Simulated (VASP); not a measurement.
Runs of VASP 6.6.1 on Ti. The structure is that of space group P6/mmm (No. 191), or close to it. The cells are those of the table. This isn't the form of Ti at room conditions, which is hcp.

| task | level | potentials or basis | cell | cutoff (eV) | gap on the mesh (eV) | pressure (GPa) | relaxed volume (Å³/atom) |
| --- | --- | --- | --- | --- | --- | --- | --- |
| relaxation of cell and atoms | BLYP+D3(BJ) | VASP PAW PBE potentials, release 64 (Ti_sv) | relaxed from a = 4.600, b = 4.600, c = 2.820 Å, angles 90.0, 90.0, 120.0°, 3 atoms | 600 | none | 0.0 | (a) |
| single point | PBEsol+D3(BJ) | VASP PAW PBE potentials, release 64 (Ti_sv) | a = 4.436, b = 4.436, c = 2.751 Å, angles 90.0, 90.0, 120.0°, 3 atoms | 520 | none | -0.3 | - |
| single point | BLYP+D3(BJ) | VASP PAW PBE potentials, release 64 (Ti_sv) | a = 4.408, b = 4.408, c = 2.740 Å, angles 90.0, 90.0, 120.0°, 3 atoms | 520 | none | -0.1 | - |
| relaxation of cell and atoms | PBEsol+D3(BJ) | VASP PAW PBE potentials, release 64 (Ti_sv) | relaxed from a = 4.600, b = 4.600, c = 2.820 Å, angles 90.0, 90.0, 120.0°, 3 atoms | 600 | none | 0.0 | 15.58 |
| single point | LDA | VASP PAW LDA potentials, release 64 (Ti_sv) | a = 4.453, b = 4.453, c = 2.767 Å, angles 90.0, 90.0, 120.0°, 3 atoms | 520 | none | -0.1 | - |

Alike in all rows: no spin polarisation; k mesh 8 × 8 × 12; smearing methfessel-paxton 0.1 eV.

**Question.** Estimate the missing entries.

**Answer.** (a) 15.35.

Caveats: the PAW data sets were made with another functional, which shifts forces and pressure a little (at least some runs); the dispersion term is far too large for a dense solid, which distorts pressure and volume (at least some runs).

A gap of «none» marks levels without a gap at the run's occupations.
